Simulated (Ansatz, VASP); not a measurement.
# SiNi3: VASP beside Ansatz

```
CELL_PARAMETERS angstrom
3.46125 0.00000 0.00000
0.00000 3.46125 0.00000
0.00000 0.00000 3.46125
ATOMIC_POSITIONS crystal
Si 0.00000 0.00000 0.00000
Ni 0.00000 0.35554 0.50000
Ni 0.50000 0.85554 0.50000
Ni 0.50000 0.35554 0.00000
```

Change from the starting cell: all Ni atoms moved -0.500 Å, as atom 2 along Cartesian [0 1 0].

Alike in both runs: task single point; functional PBEsol; k mesh 14 × 14 × 14; occupations gaussian, width 0.15 eV; no spin polarisation.

```csv
,VASP,Ansatz
version,VASP 6.6.1,Ansatz 0.2.0
potentials or method,"VASP PAW PBE potentials, release 64 (Si, Ni), cutoff 520 eV","scalar-relativistic, plane waves, PAW"
valence electrons in the cell,34,58
```

```tsv
	VASP	Ansatz	Ansatz less VASP
gap on the k mesh at the Fermi level (eV)	none	none	-
pressure (GPa)	14.9	14.6	-0.34
traceless stress, the component that is largest in VASP (GPa)	0.13	0.27	+0.146
rms of the force components (eV/Å)	1.555	1.533	-0.0227
```

VASP's potentials were made for PBE, not for PBEsol. Atom by atom the forces differ by 0.023 eV/Å (rms over components). A gap of «none» marks a metal or a gap that the smearing closes. VASP's potentials hold 34 valence electrons a cell and Ansatz's 58, so a difference there can come from the potentials and not from the codes.
